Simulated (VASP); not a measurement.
## Ir2Ru: single point with PBE

Crystal: Ir2Ru.

```
CELL_PARAMETERS angstrom
2.74209 0.00000 0.00000
-1.37104 2.37472 0.00000
0.00000 0.00000 13.15563
ATOMIC_POSITIONS crystal
Ru 0.00000 0.00000 0.66520
Ru 0.00000 0.00000 0.33480
Ir 0.00000 0.00000 0.00000
Ir 0.33333 0.66667 0.82910
Ir 0.33333 0.66667 0.17090
Ir 0.33333 0.66667 0.50000
```

```yaml
Program: VASP 6.6.1
Task: single point
Functional: PBE
Potentials_or_basis: VASP PAW PBE potentials, release 64 (Ru_pv, Ir)
Cutoff: 520 eV
k_mesh: 6 × 6 × 2
Occupations: gaussian, width 0.1 eV
Spin: collinear spin, ferromagnetic start
Starting_moments: "[1.0, 1.0, 1.0, 1.0, 1.0, 1.0] μB"
```

| Quantity | Value |
| --- | --- |
| Pressure | 1.2 GPa |
| Largest force | 0.020 eV/Å |
| Band gap on the k mesh | zero (filled and empty bands overlap) |
| Net moment | 0.00 μB per cell |
| Valence electrons inside the program's atomic spheres | Ru 12.61; Ir 8.30, 8.34, 8.37 (each value once) |

Forces on the atoms (eV/Å):
```
Ru   0.000  0.000  0.013
Ru   0.000  0.000 -0.013
Ir   0.000  0.000  0.000
Ir   0.000  0.000  0.020
Ir   0.000  0.000 -0.020
Ir   0.000  0.000  0.000
```

Stress tensor (GPa, compression positive):
```
 3.39  0.00  0.00
 0.00  3.39  0.00
 0.00  0.00 -3.16
```

Levels at points of the mesh, in eV from the Fermi level:
Spin up:
```tsv
k point	band 30	band 31	band 32	band 33	band 34	band 35	band 36	band 37
(0.00, 0.00, 0.00)	-2.02	-2.02	-0.86	-0.86	-0.83	-0.83	0.03	0.34
(0.50, 0.00, 0.00)	0.92	1.04	1.08	1.32	1.33	1.35	1.39	1.39
(0.00, 0.00, 0.50)	-1.64	-1.59	-1.59	-1.15	-0.85	-0.15	-0.15	-0.02
(0.50, 0.00, 0.50)	0.73	1.02	1.10	1.11	1.31	1.37	1.39	2.28
```
Spin down:
| k point | band 31 | band 32 | band 33 | band 34 | band 35 | band 36 |
| --- | --- | --- | --- | --- | --- | --- |
| (0.00, 0.00, 0.00) | -2.02 | -0.86 | -0.86 | -0.83 | -0.83 | 0.03 |
| (0.50, 0.00, 0.00) | 1.04 | 1.08 | 1.32 | 1.33 | 1.35 | 1.39 |
| (0.00, 0.00, 0.50) | -1.59 | -1.59 | -1.15 | -0.85 | -0.15 | -0.15 |
| (0.50, 0.00, 0.50) | 1.02 | 1.10 | 1.11 | 1.31 | 1.37 | 1.39 |

Wall time 2.2 min on 1 thread of AMD EPYC 7R13 Processor (Zen 3), with other jobs on the host, peak memory 0.24 GiB.

Caveat: the k points lie up to 0.44 Å⁻¹ apart, too coarse for converged energies and pressures of a metal; spin-orbit coupling is left out, which moves the levels of the heavy elements.
